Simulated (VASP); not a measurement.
A run of VASP 6.6.1 is set up as follows.

INCAR

```
  PREC = Accurate
  ENCUT = 500
  EDIFF = 1E-7
  ISMEAR = -1
  SIGMA = 0.1
  LREAL = False
  LASPH = True
  NELM = 120
  ALGO = Normal
  ISIF = 3
  LWAVE = False
  LCHARG = False
  GGA = PS
  IBRION = 2
  NSW = 60
  EDIFFG = -0.02
  PSTRESS = 300.0
  GGA_COMPAT = False
  NELMIN = 4
```

File KPOINTS:

```
regular mesh
0
Gamma
  10 10 10
```

POSCAR

```
Ti
1.0
    0.0000000000      2.0650000000      2.0650000000
    2.0650000000      0.0000000000      2.0650000000
    2.0650000000      2.0650000000      0.0000000000
Ti
1
Direct
    0.0000000000      0.0000000000      0.0000000000
```

Potentials or basis: VASP PAW PBE potentials, release 64 (Ti_sv).

Run with:

```sh
$ cat potpaw_PBE.64/Ti_sv/POTCAR > POTCAR
$ mpirun -np 1 vasp_std > vasp.out
```

Q: Predict the space group after relaxing (to 0.1 Å).

A: Fm-3m (No. 225).

Q: Estimate the relaxed volume.

A: 13.75 Å³/atom.

Step by step:
```tsv
step	energy change (eV)	largest force (eV/Å)	pressure (GPa)	volume (Å³)
1	0.0000	0.0000	-5.64	17.61
2	2.4121	0.0000	158.61	9.39
3	0.1583	0.0000	24.81	14.12
4	0.2097	0.0000	29.08	13.82
5	0.2226	0.0000	30.09	13.75
```

Caveat: the cell is relaxed towards a set pressure, so the run minimises the enthalpy, not the energy; the volume moved by over 15 % at a fixed basis, so the end points are rough; the PAW data sets were made with another functional, which shifts forces and pressure a little.
